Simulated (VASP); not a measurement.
# Bi (Pm-3m) in VASP: a series of runs

Bi is run at these levels: PBE; tasks: single point, relaxation of cell and atoms.

Program: VASP 6.6.1. These are calculated values, not measurements. Logs are shortened: lines on timing, memory, paths and dates and some standing lists are left out, and cuts for length are marked.

## 1. The cell of the first run

The structure is cubic, space group Pm-3m (No. 221). Conventional cell: a = 3.274 Å, b = 3.274 Å, c = 3.274 Å, α = 90.00°, β = 90.00°, γ = 90.00°. Within 4.3 Å of Bi (site symmetry m-3m) lie 6 Bi at 3.27 Å.

This isn't the form of Bi at room conditions, which is rhombohedral.

## 2. Single point, PBE

The input, INCAR:

```
SYSTEM = Bi
PREC = Accurate
ENCUT = 520
EDIFF = 1E-7
ISMEAR = -1
SIGMA = 0.05
LREAL = .False.
LASPH = .True.
NELM = 60
ALGO = Normal
ISIF = 2
LWAVE = .False.
LCHARG = .False.
GGA = PE
NBANDS = 14
```

The input, KPOINTS:

```
regular mesh
0
Gamma
  13 13 13
  0 0 0
```

The input, POSCAR:

```
Bi
1.0
    3.2739889885      0.0000000000      0.0000000000
    0.0000000000      3.2739889885      0.0000000000
    0.0000000000      0.0000000000      3.2739889885
Bi
1
Direct
    0.0000000000      0.0000000000      0.0000000000
```

Potentials or basis: VASP PAW PBE potentials, release 64 (Bi_d).

Run with:

```
> cat potpaw_PBE.64/Bi_d/POTCAR > POTCAR
> mpirun -np 1 vasp_std > vasp.out
```

OUTCAR:

```text
SYSTEM = Bi
   PREC = Accurate
   ENCUT = 520
   EDIFF = 1E-7
   ISMEAR = -1
   LREAL = .False.
   LASPH = .True.
   NELM = 60
   ISIF = 2
   GGA = PE

 ion  position               nearest neighbor table
   1  0.000  0.000  0.000-

  LATTYP: Found a simple cubic cell.
 ALAT       =     3.2739889885

  Lattice vectors:

 A1 = (   3.2739889885,   0.0000000000,   0.0000000000)
 A2 = (   0.0000000000,   3.2739889885,   0.0000000000)
 A3 = (   0.0000000000,   0.0000000000,   3.2739889885)

Analysis of symmetry for initial positions (statically):
=====================================================================
 Subroutine PRICEL returns:
 Original cell was already a primitive cell.

 Routine SETGRP: Setting up the symmetry group for a
 simple cubic supercell.

 Subroutine GETGRP returns: Found 48 space group operations
 (whereof 48 operations were pure point group operations)
 out of a pool of 48 trial point group operations.

The static configuration has the point symmetry O_h .

Analysis of symmetry for dynamics (positions and initial velocities):
=====================================================================
 Subroutine PRICEL returns:
 Original cell was already a primitive cell.

 Routine SETGRP: Setting up the symmetry group for a
 simple cubic supercell.

 Subroutine GETGRP returns: Found 48 space group operations
 (whereof 48 operations were pure point group operations)
 out of a pool of 48 trial point group operations.

The dynamic configuration has the point symmetry O_h .

 Subroutine INISYM returns: Found 48 space group operations
 (whereof 48 operations are pure point group operations),
 and found     1 'primitive' translations

----------------------------------------------------------------------------------------

                                     Primitive cell

  volume of cell :      35.0939

  direct lattice vectors                    reciprocal lattice vectors
     3.273988989  0.000000000  0.000000000     0.305437802  0.000000000  0.000000000
     0.000000000  3.273988989  0.000000000     0.000000000  0.305437802  0.000000000
     0.000000000  0.000000000  3.273988989     0.000000000  0.000000000  0.305437802

  length of vectors
     3.273988989  3.273988989  3.273988989     0.305437802  0.305437802  0.305437802

  position of ions in fractional coordinates (direct lattice)
     0.000000000  0.000000000  0.000000000

  ion indices of the primitive-cell ions
   primitive index   ion index
                 1           1

[... 81 lines left out ...]
   PSTRESS=    0.0 pullay stress
   NELECT =      15.0000    total number of electrons
   NUPDOWN=      -1.0000    fix difference up-down
   EMIN   =  10.00;   EMAX   =-10.00  energy-range for DOS
   EFERMI =   0.00;   METHOD = LEGACY
   ISMEAR =    -1;   SIGMA  =   0.05  broadening in eV -4-tet -1-fermi 0-gaus
   EFERMI_NEDOS =   21; number of points for ismear=-14 and -15
   IALGO  =     38    algorithm
   IMIX   =      4    mixing-type and parameters
     AMIX     =   0.40;   BMIX     =  1.00
     AMIX_MAG =   1.60;   BMIX_MAG =  1.00
  volume/ion in A,a.u.               =      35.09       236.83
  Fermi-wavevector in a.u.,A,eV,Ry     =   1.233184  2.330381 20.690976  1.520744
  Thomas-Fermi vector in A             =   2.367925
   LORBIT       =      0    0 simple, 1 ext, 2 COOP (PROOUT), +10 PAW based schemes
   GGA     = PE    functional components
   LHFCALC =     F    Hartree Fock is set to
   AEXX    =    0.0000 exact exchange contribution
   IVDW    =     0    specifies the selected vdW correction
   LEPSILON=     F    determine dielectric tensor
   LRPA    =     F    only Hartree local field effects (RPA)
 non-spin polarized calculation
  energy-cutoff  :      520.00
  volume of cell :       35.09
 maximum number of plane-waves:       959
   NGX = 13   NGY = 13   NGZ = 13

 number of electron      14.9999991 magnetization

 Free energy of the ion-electron system (eV)
  ---------------------------------------------------
  ext. energy  EPLUGINS =         0.00000000
  ---------------------------------------------------
  free energy    TOTEN  =        -3.85365525 eV

  energy without entropy =       -3.84959890  energy(sigma->0) =       -3.85162707

 E-fermi :   6.3663     XC(G=0):  -9.5854

 val. band max:        6.3185625078   @ k =   0.4615   0.3077   0.3077
 cond. band min:       6.3940289561   @ k =   0.2308   0.2308   0.2308
 fundamental gap:      0.0754664483
 Fermi energy:         6.3662968342

 k-point     1 :       0.0000    0.0000    0.0000
  band No.  band energies     occupation
      1     -16.5852      2.00000
      2     -16.5852      2.00000
      3     -16.2849      2.00000
      4     -16.2849      2.00000
      5     -16.2849      2.00000
      6      -6.6347      2.00000
      7       9.4387      0.00000
      8       9.4387      0.00000
      9       9.4387      0.00000
     10      12.5523      0.00000
     11      14.1061      0.00000
     12      14.1061      0.00000
     13      23.1809      0.00000
     14      23.1809      0.00000
[... 377 lines left out ...]
      1     -16.4811      2.00000
      2     -16.4180      2.00000
      3     -16.3472      2.00000
      4     -16.3308      2.00000
      5     -16.2682      2.00000
      6      -4.1358      2.00000
      7       3.3576      2.00000
      8       4.9983      2.00000
      9      11.4755      0.00000
     10      12.0828      0.00000
     11      16.2167      0.00000
     12      18.6339      0.00000
     13      19.8430      0.00000
     14      21.0038      0.00000

 [... further k-points ...]

------------------------ aborting loop because EDIFF is reached ----------------------------------------

  FORCE on cell =-STRESS in cart. coord.  units (eV):
  Direction    XX          YY          ZZ          XY          YZ          ZX
  --------------------------------------------------------------------------------------
  -------------------------------------------------------------------------------------
  Total       -0.0155382     -0.0155382     -0.0155382     -0.0000000      0.0000000     -0.0000000
  in kB       -0.7093794     -0.7093794     -0.7093794     -0.0000000      0.0000000     -0.0000000
  external PRESSURE =      -0.7093794 kB  Pullay stress =       0.0000000 kB

 VOLUME and BASIS-vectors are now :
 -----------------------------------------------------------------------------
  energy-cutoff  :      520.00
  volume of cell :       35.09
      direct lattice vectors                 reciprocal lattice vectors
     3.273988989  0.000000000  0.000000000     0.305437802  0.000000000  0.000000000
     0.000000000  3.273988989  0.000000000     0.000000000  0.305437802  0.000000000
     0.000000000  0.000000000  3.273988989     0.000000000  0.000000000  0.305437802

 POSITION                                       TOTAL-FORCE (eV/Angst)
 -----------------------------------------------------------------------------------
      0.00000      0.00000      0.00000         0.000000      0.000000      0.000000
 -----------------------------------------------------------------------------------
    total drift:                                0.000000     -0.000000      0.000000

  FREE ENERGIE OF THE ION-ELECTRON SYSTEM (eV)
  ---------------------------------------------------
  free  energy   TOTEN  =        -3.8536552490 eV

  energy  without entropy=       -3.8495988995  energy(sigma->0) =       -3.85162707
```

stdout:

```text
POSCAR found type information on POSCAR Bi
 POSCAR found :  1 types and       1 ions
 scaLAPACK will be used
 LDA part: xc-table for (Slater+PW92), standard interpolation
 POSCAR, INCAR and KPOINTS ok, starting setup
 FFT: planning ... GRIDC
 FFT: planning ... GRID_SOFT
 FFT: planning ... GRID
 WAVECAR not read
 entering main loop
```

It took 25 s on 1 thread of Intel Xeon 8259CL, shared host; peak memory 0.16 GiB.

Results:

```
Free energy            : -3.8537 eV
Pressure               : -0.1 GPa
Band gap on the k mesh : zero (an odd number of electrons rules out a gap without spin polarisation)
```

Levels at points of the mesh, in eV from the Fermi level:
| k point | band 3 | band 4 | band 5 | band 6 | band 7 | band 8 | band 9 | band 10 | band 11 | band 12 |
| --- | --- | --- | --- | --- | --- | --- | --- | --- | --- | --- |
| (0.00, 0.00, 0.00) | -22.65 | -22.65 | -22.65 | -13.00 | 3.07 | 3.07 | 3.07 | 6.19 | 7.74 | 7.74 |

Caveat: spin-orbit coupling is left out, which moves the levels of the heavy elements.

## 3. Relaxation of cell and atoms, PBE

This run uses another cell than the first one, of 34.56 Å³/atom.

The input, INCAR:

```
SYSTEM = Bi
PREC = Accurate
ENCUT = 600
EDIFF = 1E-6
ISMEAR = -1
SIGMA = 0.05
LREAL = .False.
LASPH = .True.
NELM = 60
ALGO = Normal
ISIF = 3
LWAVE = .False.
LCHARG = .False.
GGA = PE
IBRION = 2
NSW = 60
EDIFFG = -0.005
```

KPOINTS is that of step 2.

The input, POSCAR:

```
Bi
1.0
    3.2573011399      0.0000000000      0.0000000000
    0.0000000000      3.2573011399      0.0000000000
    0.0000000000      0.0000000000      3.2573011399
Bi
1
Direct
    0.0000000000      0.0000000000      0.0000000000
```

Potentials or basis: VASP PAW PBE potentials, release 64 (Bi_d).

Run with:

```
> cat potpaw_PBE.64/Bi_d/POTCAR > POTCAR
> mpirun -np 1 vasp_std > vasp.out
```

Run time: 1.7 min. Hardware: 1 thread of Intel Xeon 8259CL, shared host; peak memory 0.19 GiB.

Results (log left out):

* Free energy: -3.8536 eV
* Relaxed volume: 35.07 Å³/atom
* Relaxed cell: a = 3.273 Å, b = 3.273 Å, c = 3.273 Å, α = 90.00°, β = 90.00°, γ = 90.00°
* Space group after relaxing (to 0.1 Å): Pm-3m (No. 221)
* Energy gained by relaxing: 1.1 meV/atom
* Ionic steps: 3
* Pressure after relaxing: 0.0 GPa
* Band gap on the k mesh: zero (an odd number of electrons rules out a gap without spin polarisation)

The path:
| step | energy change (eV) | largest force (eV/Å) | pressure (GPa) | volume (Å³) |
| --- | --- | --- | --- | --- |
| 1 | 0.0000 | 0.0000 | 0.71 | 34.56 |
| 2 | -0.0009 | 0.0000 | -0.32 | 35.33 |
| 3 | -0.0011 | 0.0000 | 0.01 | 35.07 |

Final structure:
```
Bi
1.0
     3.27338    0.00000    0.00000
     0.00000    3.27338    0.00000
     0.00000    0.00000    3.27338
Bi
1
Direct
  0.00000 0.00000 0.00000
```

Levels at points of the mesh, in eV from the Fermi level:
```csv
k point,band 5,band 6,band 7,band 8,band 9,band 10
"(0.00, 0.00, 0.00)",-22.65,-13.00,3.07,3.07,3.07,6.19
```

Caveat: spin-orbit coupling is left out, which moves the levels of the heavy elements.

## 4. Relaxation of cell and atoms, PBE

The input, INCAR:

```
SYSTEM = Bi
  ALGO = Normal
  EDIFF = 1E-7
  EDIFFG = -0.005
  ENCUT = 600
  GGA = PE
  IBRION = 2
  ISIF = 3
  ISMEAR = -1
  LASPH = .True.
  LCHARG = .False.
  LREAL = .False.
  LWAVE = .False.
  NELM = 80
  NSW = 45
  PREC = Accurate
  SIGMA = 0.05
```

The input, KPOINTS:

```
k-points
0
Gamma
  13 13 13
  0 0 0
```

The input, POSCAR:

```
Bi
1.0
    3.2739889885      0.0000000000      0.0000000000
    0.0000000000      3.2739889885      0.0000000000
    0.0000000000      0.0000000000      3.2739889885
Bi
1
Direct
    0.0000000000      0.0000000000      0.0000000000
```

Potentials or basis: VASP PAW PBE potentials, release 64 (Bi_d).

Run with:

```
> cat potpaw_PBE.64/Bi_d/POTCAR > POTCAR
> mpirun -np 1 vasp_std > vasp.out
```

OUTCAR:

```text
SYSTEM = Bi
   EDIFF = 1E-7
   EDIFFG = -0.005
   ENCUT = 600
   GGA = PE
   IBRION = 2
   ISIF = 3
   ISMEAR = -1
   LASPH = .True.
   LREAL = .False.
   NELM = 80
   NSW = 45
   PREC = Accurate

 ion  position               nearest neighbor table
   1  0.000  0.000  0.000-

  LATTYP: Found a simple cubic cell.
 ALAT       =     3.2739889885

  Lattice vectors:

 A1 = (   3.2739889885,   0.0000000000,   0.0000000000)
 A2 = (   0.0000000000,   3.2739889885,   0.0000000000)
[... 520 lines left out ...]
------------------------ aborting loop because EDIFF is reached ----------------------------------------

  FORCE on cell =-STRESS in cart. coord.  units (eV):
  Direction    XX          YY          ZZ          XY          YZ          ZX
  --------------------------------------------------------------------------------------
  -------------------------------------------------------------------------------------
  Total       -0.0049071     -0.0049071     -0.0049071      0.0000000     -0.0000000      0.0000000
  in kB       -0.2240308     -0.2240308     -0.2240308      0.0000000     -0.0000000      0.0000000
  external PRESSURE =      -0.2240308 kB  Pullay stress =       0.0000000 kB

 VOLUME and BASIS-vectors are now :
 -----------------------------------------------------------------------------
  energy-cutoff  :      600.00
  volume of cell :       35.09
      direct lattice vectors                 reciprocal lattice vectors
     3.273988989  0.000000000  0.000000000     0.305437802  0.000000000  0.000000000
     0.000000000  3.273988989  0.000000000     0.000000000  0.305437802  0.000000000
     0.000000000  0.000000000  3.273988989     0.000000000  0.000000000  0.305437802

 POSITION                                       TOTAL-FORCE (eV/Angst)
 -----------------------------------------------------------------------------------
      0.00000      0.00000      0.00000         0.000000      0.000000      0.000000
 -----------------------------------------------------------------------------------
    total drift:                               -0.000000     -0.000000     -0.000000

  FREE ENERGIE OF THE ION-ELECTRON SYSTEM (eV)
  ---------------------------------------------------
  free  energy   TOTEN  =        -3.8537065413 eV

  energy  without entropy=       -3.8496500179  energy(sigma->0) =       -3.85167828

 reached required accuracy - stopping structural energy minimisation
```

OSZICAR:

```text
N       E                     dE             d eps       ncg     rms          rms(c)
DAV:   1     0.108075054647E+03    0.10808E+03   -0.87114E+03  1851   0.168E+03
DAV:   2     0.189510560480E+01   -0.10618E+03   -0.10384E+03  1890   0.366E+02
DAV:   3    -0.369938046653E+01   -0.55945E+01   -0.54971E+01  2160   0.921E+01
DAV:   4    -0.384610984890E+01   -0.14673E+00   -0.14660E+00  2212   0.162E+01
DAV:   5    -0.385244794533E+01   -0.63381E-02   -0.63378E-02  2405   0.301E+00    0.542E-01
DAV:   6    -0.385246227448E+01   -0.14329E-04   -0.72174E-03  2371   0.134E+00    0.328E-01
DAV:   7    -0.385362126872E+01   -0.11590E-02   -0.47815E-03  2160   0.117E+00    0.786E-02
DAV:   8    -0.385371100922E+01   -0.89741E-04   -0.55544E-04  2133   0.400E-01    0.901E-03
DAV:   9    -0.385370754299E+01    0.34662E-05   -0.14463E-05  2283   0.630E-02    0.517E-03
DAV:  10    -0.385370608703E+01    0.14560E-05   -0.38913E-06  1968   0.289E-02    0.125E-03
DAV:  11    -0.385370651035E+01   -0.42331E-06   -0.50002E-07  2220   0.130E-02    0.604E-04
DAV:  12    -0.385370654134E+01   -0.30996E-07   -0.34061E-08  1257   0.323E-03
   1 F= -.38537065E+01 E0= -.38516783E+01  d E =-.385371E+01
```

CONTCAR:

```text
Bi
   1.00000000000000
     3.2739889885000002    0.0000000000000000    0.0000000000000000
     0.0000000000000000    3.2739889885000002    0.0000000000000000
     0.0000000000000000    0.0000000000000000    3.2739889885000002
  Bi
     1
Direct
     0.0000000000000000    0.0000000000000000    0.0000000000000000

  0.00000000E+00  0.00000000E+00  0.00000000E+00
```

It took 42 s on 1 thread of Intel Xeon 8259CL, shared host; peak memory 0.18 GiB.

What came out:

```
Free energy             : -3.8537 eV
Pressure after relaxing : 0.0 GPa
Band gap on the k mesh  : zero (an odd number of electrons rules out a gap without spin polarisation)
```

Final structure:
```yaml
crystal:
  lattice:
    - [3.27399, 0.00000, 0.00000]
    - [0.00000, 3.27399, 0.00000]
    - [0.00000, 0.00000, 3.27399]
  atoms:
    - { symbol: Bi, position: [0.00000, 0.00000, 0.00000] }
```

Caveat: spin-orbit coupling is left out, which moves the levels of the heavy elements.

## 5. Overview

| task | cell | cutoff (eV) | gap on the mesh (eV) | pressure (GPa) | relaxed volume (Å³/atom) |
| --- | --- | --- | --- | --- | --- |
| single point | a = 3.274 Å, 1 atom | 520 | none | -0.1 | - |
| relaxation of cell and atoms | relaxed from a = 3.257 Å, 1 atom | 600 | none | 0.0 | 35.07 |
| relaxation of cell and atoms | relaxed from a = 3.274 Å, 1 atom | 600 | none | 0.0 | 35.09 |

Alike in all rows: level PBE; potentials or basis VASP PAW PBE potentials, release 64 (Bi_d); no spin polarisation; k mesh 13 × 13 × 13; smearing fermi-dirac 0.05 eV.

Caveats: spin-orbit coupling is left out, which moves the levels of the heavy elements.

Absolute energies hang on the potentials; compare differences alone.

The gap in the log of VASP goes by the Fermi energy; the results here count the filled bands.